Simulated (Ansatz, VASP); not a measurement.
## TaSi2 in VASP and in Ansatz

The input INCAR:

```
SYSTEM = TaSi2
PREC = Accurate ; ENCUT = 520
EDIFF = 1E-7 ; ISMEAR = 0
SIGMA = 0.15 ; LREAL = .FALSE.
LASPH = .TRUE. ; NELM = 80
ALGO = Normal ; ISIF = 2
LWAVE = .FALSE. ; LCHARG = .FALSE.
GGA = PS ; NBANDS = 38
```

Contents of KPOINTS:

```
Automatic mesh
0
G
  12 12 6
  0 0 0
```

The input POSCAR:

```
TaSi2
1.0
    4.8798810202      0.0000000000      0.0000000000
   -2.4399405101      4.2261009310      0.0000000000
    0.0000000000      0.0000000000      6.7196787534
Ta Si
3 6
Direct
    0.5000000000      0.0000000000      0.5000000000
    0.5000000000      0.5000000000      0.8333333333
    0.0000000000      0.5000000000      0.1666666667
    0.1592675430      0.3185350860      0.5000000000
    0.8407324570      0.1592675430      0.8333333333
    0.6814649140      0.8407324570      0.1666666667
    0.8407324570      0.6814649140      0.5000000000
    0.1592675430      0.8407324570      0.8333333333
    0.3185350860      0.1592675430      0.1666666667
```

Input for Ansatz:

```yaml
crystal:
  lattice:
    - [4.8798810202, 0.0, 0.0]
    - [-2.4399405101, 4.226100931, 0.0]
    - [0.0, 0.0, 6.7196787534]
  atoms:
    - { symbol: Ta, position: [0.5, 0.0, 0.5] }
    - { symbol: Ta, position: [0.5, 0.5, 0.8333333333] }
    - { symbol: Ta, position: [0.0, 0.5, 0.1666666667] }
    - { symbol: Si, position: [0.159267543, 0.318535086, 0.5] }
    - { symbol: Si, position: [0.840732457, 0.159267543, 0.8333333333] }
    - { symbol: Si, position: [0.681464914, 0.840732457, 0.1666666667] }
    - { symbol: Si, position: [0.840732457, 0.681464914, 0.5] }
    - { symbol: Si, position: [0.159267543, 0.840732457, 0.8333333333] }
    - { symbol: Si, position: [0.318535086, 0.159267543, 0.1666666667] }
basis:
  ecutwfc: 420
kpoints:
  mp_grid: { grid: [12, 12, 6] }
hamiltonian:
  xc: pbesol
scf:
  occupations: { method: gaussian, width: 0.15 }
output:
  forces: true
  stress: true
  eigenvalues: true
```

Change from the starting cell: strain +0.025 along x and y, +0.025 along z, atoms carried along.

Alike in both runs: task single point; functional PBEsol; k mesh 12 × 12 × 6; occupations gaussian, width 0.15 eV; no spin polarisation.

```csv
,VASP,Ansatz
version,VASP 6.6.1,Ansatz 0.2.0
potentials or method,"VASP PAW PBE potentials, release 64 (Ta_pv, Si), cutoff 520 eV","scalar-relativistic, plane waves, PAW"
valence electrons in the cell,57,63
```

Ansatz gave:

- gap on the k mesh at the Fermi level (eV): none
- pressure (GPa): -12.5
- traceless stress, the component that is largest in VASP (GPa): -1.58
- rms of the force components (eV/Å): 0.010

**Question.** Which values does VASP return?

**Answer.** gap on the k mesh at the Fermi level (eV): none; pressure (GPa): -12.3; traceless stress, the component that is largest in VASP (GPa): -1.53; rms of the force components (eV/Å): 0.009.

VASP's potentials were made for PBE, not for PBEsol. Atom by atom the forces differ by 0.001 eV/Å (rms over components). A gap of «none» marks a metal or a gap that the smearing closes. VASP's potentials hold 57 valence electrons a cell and Ansatz's 63, so a difference there can come from the potentials and not from the codes.

Neither program's run includes spin-orbit coupling.
